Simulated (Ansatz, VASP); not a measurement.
Two plane-wave programs on CdSe

The input POSCAR:

```
CdSe
1.0
    0.1045090715      3.1722900365      3.1722900365
    3.1722900365      0.1045090715      3.1722900365
    3.1722900365      3.1722900365      0.1045090715
Cd Se
1 1
Direct
    0.0027448901      0.0027448901      0.0027448901
    0.2472551099      0.2472551099      0.2472551099
```

INCAR.step1

```
SYSTEM = CdSe
  PREC = Accurate
  ENCUT = 550
  ISMEAR = 0
  SIGMA = 0.01
  LREAL = .FALSE.
  LASPH = .TRUE.
  NELM = 120
  NBANDS = 16
  GGA = PE
  ALGO = Normal
  EDIFF = 1E-5
  LWAVE = .TRUE.
  LCHARG = .FALSE.
  GGA_COMPAT = .FALSE.
```

File INCAR.step2:

```
SYSTEM = CdSe
  PREC = Accurate
  ENCUT = 550
  EDIFF = 1E-6
  ISMEAR = 0
  SIGMA = 0.01
  LREAL = .FALSE.
  LASPH = .TRUE.
  NELM = 120
  ALGO = Normal
  ISIF = 2
  LWAVE = .FALSE.
  LCHARG = .FALSE.
  METAGGA = R2SCAN
  LMIXTAU = .TRUE.
  NBANDS = 16
  ISTART = 1
  GGA_COMPAT = .FALSE.
```

KPOINTS

```
Automatic mesh
0
G
  8 8 8
  0 0 0
```

Input for Ansatz:

```yaml
crystal:
  lattice:
    - [0.1045090715, 3.1722900365, 3.1722900365]
    - [3.1722900365, 0.1045090715, 3.1722900365]
    - [3.1722900365, 3.1722900365, 0.1045090715]
  atoms:
    - { symbol: Cd, position: [0.0027448901, 0.0027448901, 0.0027448901] }
    - { symbol: Se, position: [0.2472551099, 0.2472551099, 0.2472551099] }
kpoints:
  mp_grid: { grid: [8, 8, 8] }
  band_path:
    path:
      - [0.0, 0.0, 0.0]
      - [-0.5, -0.5, 0.0]
      - [-0.375, -0.375, 0.25]
      - [-0.375, 0.0, 0.375]
      - [0.0, 0.0, 0.5]
      - [-0.5, -0.25, 0.25]
    npoints: 1
hamiltonian:
  xc: r2scan
scf:
  occupations: { method: fixed }
  n_extra_bands: 4
output:
  forces: true
  stress: true
  eigenvalues: true
  write_density: true
  write_potential: true
  elf: true
  volumetric_format: npy
```

Change from the starting cell: shear_111 strain +5.1%.

Alike in both runs: task single point; functional r2SCAN; k mesh 8 × 8 × 8; no spin polarisation.

|  | VASP | Ansatz |
| --- | --- | --- |
| version | VASP 6.6.1 | Ansatz 0.2.0 |
| potentials or method | VASP PAW PBE potentials, release 64 (Cd, Se) | plane waves, PAW |
| plane-wave cutoff (eV) | 550 | 500 |
| occupations | gaussian, width 0.01 eV | fixed |
| valence electrons in the cell | 18 | 36 |

VASP gave:

* gap on the k mesh at the Fermi level (eV): 0.82
* pressure (GPa): -2.2
* traceless stress, the component that is largest in VASP (GPa): -0.81
* rms of the force components (eV/Å): 0.003

**Question.** Estimate Ansatz's values.

**Answer.** gap on the k mesh at the Fermi level (eV): 0.83; pressure (GPa): -2.4; traceless stress, the component that is largest in VASP (GPa): -0.80; rms of the force components (eV/Å): 0.001.

VASP's potentials were made for PBE, not for r2SCAN. Atom by atom the forces differ by 0.002 eV/Å (rms over components). VASP's potentials hold 18 valence electrons a cell and Ansatz's 36, so a difference there can come from the potentials and not from the codes.
